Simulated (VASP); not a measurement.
Here is a VASP 6.6.1 calculation.

File INCAR:

```
  ALGO = Normal
  EDIFF = 1E-7
  EDIFFG = -0.005
  ENCUT = 600
  GGA = PE
  IBRION = 2
  ISIF = 3
  ISMEAR = 0
  LASPH = True
  LCHARG = False
  LREAL = False
  LWAVE = False
  NELM = 80
  NSW = 100
  PREC = Accurate
  SIGMA = 0.02
```

File KPOINTS:

```
k-points
0
Gamma
  6 6 8
```

POSCAR

```
HfO2
1.0
    4.8763412727      0.0000000000      0.0000000000
    0.0000000000      4.8763412727      0.0000000000
    0.0000000000      0.0000000000      3.2386293475
Hf O
2 4
Direct
    0.0000000000      0.0000000000      0.0000000000
    0.5000000000      0.5000000000      0.5000000000
    0.1948637440      0.8051362560      0.5000000000
    0.3051362560      0.3051362560      0.0000000000
    0.6948637440      0.6948637440      0.0000000000
    0.8051362560      0.1948637440      0.5000000000
```

Potentials or basis: VASP PAW PBE potentials, release 64 (Hf_pv, O).

Launch:

```console
$ cat potpaw_PBE.64/Hf_pv/POTCAR potpaw_PBE.64/O/POTCAR > POTCAR
$ mpirun -np 1 vasp_std > vasp.out
```

Q: Predict the space group after relaxing (to 0.1 Å).

A: P4_2/mnm (No. 136).

Q: Estimate the relaxed volume.

A: 12.67 Å³/atom.

Q: Predict the band gap on the k mesh.

A: 3.90 eV.

Q: Predict the relaxed cell.

A: a = 4.857 Å, b = 4.857 Å, c = 3.223 Å, α = 90.00°, β = 90.00°, γ = 90.00°.

Final structure:
```cif
data_structure
_symmetry_space_group_name_H-M 'P 1'
_symmetry_Int_Tables_number 1
_cell_length_a 4.8571
_cell_length_b 4.8571
_cell_length_c 3.2234
_cell_angle_alpha 90.000
_cell_angle_beta 90.000
_cell_angle_gamma 90.000
_cell_volume 76.04
loop_
_atom_site_label
_atom_site_type_symbol
_atom_site_fract_x
_atom_site_fract_y
_atom_site_fract_z
_atom_site_occupancy
Hf1 Hf 0.00000 0.00000 0.00000 1
Hf2 Hf 0.50000 0.50000 0.50000 1
O1 O 0.19478 0.80522 0.50000 1
O2 O 0.30522 0.30522 0.00000 1
O3 O 0.69478 0.69478 0.00000 1
O4 O 0.80522 0.19478 0.50000 1
```

Caveat: spin-orbit coupling is left out, which moves the levels of the heavy elements. A k mesh can miss the band edges.
